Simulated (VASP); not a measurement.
# MgO (Fm-3m) in VASP: a series of runs, part 2 of 2

VASP 6.6.1. The steps go on from the part before.

### Step 3. Single point, r2SCAN (9.01 Å³/atom)

This run uses another cell than the first one, of 9.01 Å³/atom.

POSCAR

```
MgO
1.0
    0.0000000000      2.0809329073      2.0809329073
    2.0809329073      0.0000000000      2.0809329073
    2.0809329073      2.0809329073      0.0000000000
Mg O
1 1
Direct
    0.0000000000      0.0000000000      0.0000000000
    0.5000000000      0.5000000000      0.5000000000
```

INCAR.step1

```
ALGO = Normal ; EDIFF = 1E-5
ENCUT = 750 ; GGA = PE
GGA_COMPAT = False ; ISMEAR = 0
LASPH = True ; LCHARG = False
LREAL = False ; LWAVE = True
NBANDS = 15 ; NELM = 120
PREC = Accurate ; SIGMA = 0.02
```

INCAR.step2

```
ALGO = Normal ; EDIFF = 1E-6
ENCUT = 750 ; GGA_COMPAT = False
ISIF = 2 ; ISMEAR = 0
ISTART = 1 ; LASPH = True
LCHARG = False ; LMIXTAU = True
LREAL = False ; LWAVE = False
METAGGA = R2SCAN ; NBANDS = 15
NELM = 120 ; PREC = Accurate
SIGMA = 0.02
```

KPOINTS

```
k-points
0
Gamma
  10 10 10
```

Potentials or basis: VASP PAW PBE potentials, release 64 (Mg_sv, O).

On the command line:

```bash
$ cat potpaw_PBE.64/Mg_sv/POTCAR potpaw_PBE.64/O/POTCAR > POTCAR
$ cp INCAR.step1 INCAR
$ mpirun -np 1 vasp_std > vasp.out
$ cp INCAR.step2 INCAR
$ mpirun -np 1 vasp_std > vasp.out
```

OUTCAR:

```text
EDIFF = 1E-6
   ENCUT = 750
   ISIF = 2
   ISMEAR = 0
   ISTART = 1
   LASPH = True
   LREAL = False
   METAGGA = R2SCAN
   NELM = 120
   PREC = Accurate

 ion  position               nearest neighbor table
   1  0.000  0.000  0.000-   2 2.08   2 2.08   2 2.08   2 2.08   2 2.08   2 2.08
   2  0.500  0.500  0.500-   1 2.08   1 2.08   1 2.08   1 2.08   1 2.08   1 2.08

  LATTYP: Found a face centered cubic cell.
 ALAT       =     4.1618658146

  Lattice vectors:

 A1 = (   0.0000000000,   2.0809329073,   2.0809329073)
 A2 = (   2.0809329073,   0.0000000000,   2.0809329073)
 A3 = (   2.0809329073,   2.0809329073,   0.0000000000)

Analysis of symmetry for initial positions (statically):
=====================================================================
 Subroutine PRICEL returns:
 Original cell was already a primitive cell.

 Routine SETGRP: Setting up the symmetry group for a
 face centered cubic supercell.

 Subroutine GETGRP returns: Found 48 space group operations
 (whereof 48 operations were pure point group operations)
 out of a pool of 48 trial point group operations.

The static configuration has the point symmetry O_h .

Analysis of symmetry for dynamics (positions and initial velocities):
=====================================================================
 Subroutine PRICEL returns:
 Original cell was already a primitive cell.

 Routine SETGRP: Setting up the symmetry group for a
 face centered cubic supercell.

 Subroutine GETGRP returns: Found 48 space group operations
 (whereof 48 operations were pure point group operations)
 out of a pool of 48 trial point group operations.

The dynamic configuration has the point symmetry O_h .

 Subroutine INISYM returns: Found 48 space group operations
 (whereof 48 operations are pure point group operations),
 and found     1 'primitive' translations

----------------------------------------------------------------------------------------

                                     Primitive cell
[... 121 lines left out ...]
   LRPA    =     F    only Hartree local field effects (RPA)
 non-spin polarized calculation
 Gauss-broadening in eV      SIGMA  =   0.02
  energy-cutoff  :      750.00
  volume of cell :       18.02
 maximum number of plane-waves:       869
 NGX is ok and might be reduce to    28
   NGX = 13   NGY = 13   NGZ = 13

 number of electron      15.9999996 magnetization

 Free energy of the ion-electron system (eV)
  ---------------------------------------------------
  ext. energy  EPLUGINS =         0.00000000
  ---------------------------------------------------
  free energy    TOTEN  =       -16.15042027 eV

  energy without entropy =      -16.15042027  energy(sigma->0) =      -16.15042027

 E-fermi :   3.0870     XC(G=0): -12.2404

 val. band max:        2.7651063436   @ k =   0.0000   0.0000   0.0000
 cond. band min:       8.7864121374   @ k =   0.0000   0.0000   0.0000
 fundamental gap:      6.0213057937
 Fermi energy:         3.0869534703

 k-point     1 :       0.0000    0.0000    0.0000
  band No.  band energies     occupation
      1     -72.0762      2.00000
      2     -37.1648      2.00000
      3     -37.1648      2.00000
      4     -37.1648      2.00000
      5     -15.6076      2.00000
      6       2.7651      2.00000
      7       2.7651      2.00000
      8       2.7651      2.00000
      9       8.7864      0.00000
     10      19.8396      0.00000
     11      19.8396      0.00000
     12      19.8396      0.00000
     13      24.0526      0.00000
     14      25.9206      0.00000
[... 401 lines left out ...]
      2     -37.2323      2.00000
      3     -37.1915      2.00000
      4     -37.1887      2.00000
      5     -14.3171      2.00000
      6      -0.9153      2.00000
      7       1.4016      2.00000
      8       1.6231      2.00000
      9      13.6891      0.00000
     10      14.1346      0.00000
     11      18.0207      0.00000
     12      22.8086      0.00000
     13      23.0352      0.00000
     14      29.5754      0.00000
     15      32.0885      0.00000

 [... further k-points ...]

------------------------ aborting loop because EDIFF is reached ----------------------------------------

  FORCE on cell =-STRESS in cart. coord.  units (eV):
  Direction    XX          YY          ZZ          XY          YZ          ZX
  --------------------------------------------------------------------------------------
  -------------------------------------------------------------------------------------
  Total        0.5727049      0.5727049      0.5727049     -0.0000000     -0.0000000      0.0000000
  in kB       50.9140082     50.9140082     50.9140082     -0.0000000     -0.0000000      0.0000000
  external PRESSURE =      50.9140082 kB  Pullay stress =       0.0000000 kB

 VOLUME and BASIS-vectors are now :
 -----------------------------------------------------------------------------
  energy-cutoff  :      750.00
  volume of cell :       18.02
      direct lattice vectors                 reciprocal lattice vectors
     0.000000000  2.080932907  2.080932907    -0.240276848  0.240276848  0.240276848
     2.080932907  0.000000000  2.080932907     0.240276848 -0.240276848  0.240276848
     2.080932907  2.080932907  0.000000000     0.240276848  0.240276848 -0.240276848

 POSITION                                       TOTAL-FORCE (eV/Angst)
 -----------------------------------------------------------------------------------
      0.00000      0.00000      0.00000         0.000000     -0.000000      0.000000
      2.08093      2.08093      2.08093        -0.000000      0.000000     -0.000000
 -----------------------------------------------------------------------------------
    total drift:                                0.000000      0.000000      0.000000

  FREE ENERGIE OF THE ION-ELECTRON SYSTEM (eV)
  ---------------------------------------------------
  free  energy   TOTEN  =       -16.1504202678 eV

  energy  without entropy=      -16.1504202678  energy(sigma->0) =      -16.15042027
```

OUTCAR.step1:

```text
EDIFF = 1E-5
   ENCUT = 750
   GGA = PE
   ISMEAR = 0
   LASPH = True
[... 653 lines left out ...]
 -----------------------------------------------------------------------------------
      0.00000      0.00000      0.00000        -0.000000     -0.000000     -0.000000
      2.08093      2.08093      2.08093         0.000000      0.000000      0.000000
 -----------------------------------------------------------------------------------
    total drift:                                0.000000      0.000000      0.000000

  FREE ENERGIE OF THE ION-ELECTRON SYSTEM (eV)
  ---------------------------------------------------
  free  energy   TOTEN  =       -11.8432169761 eV

  energy  without entropy=      -11.8432169761  energy(sigma->0) =      -11.84321698
```

Wall time 2.1 min (1 thread of AMD EPYC 7R43 (Zen 3), shared host); peak memory 0.13 GiB.

What came out:

```
Free energy            : -16.1504 eV
Pressure               : 5.1 GPa
Band gap on the k mesh : 6.02 eV
```

Levels at points of the mesh, in eV from the valence-band top:
```csv
k point,band 5,band 6,band 7,band 8,band 9,band 10,band 11,band 12
"(0.00, 0.00, 0.00)",-18.37,0.00,0.00,0.00,6.02,17.07,17.07,17.07
"(0.50, 0.00, 0.00)",-17.00,-4.76,-0.72,-0.72,9.07,14.28,17.89,17.89
"(0.50, 0.50, 0.00)",-16.79,-4.22,-1.42,-1.42,10.09,11.57,14.72,21.04
```

Caveat: the cell stands under pressure; the PAW data sets were made with another functional, which shifts forces and pressure a little. r2SCAN opens gaps a little over a GGA but as a rule still falls short of measured ones.

### Step 4. Against experiment

Step 2. A measured gap of MgO is 7.83 eV (quoted in “Electronic structure of alkaline earth and post-transition metal oxides”, 2009, arxiv:0908.1581); the calculated 5.70 eV misses it by -2.13 eV. The value is that of r2SCAN, without temperature or zero-point motion.
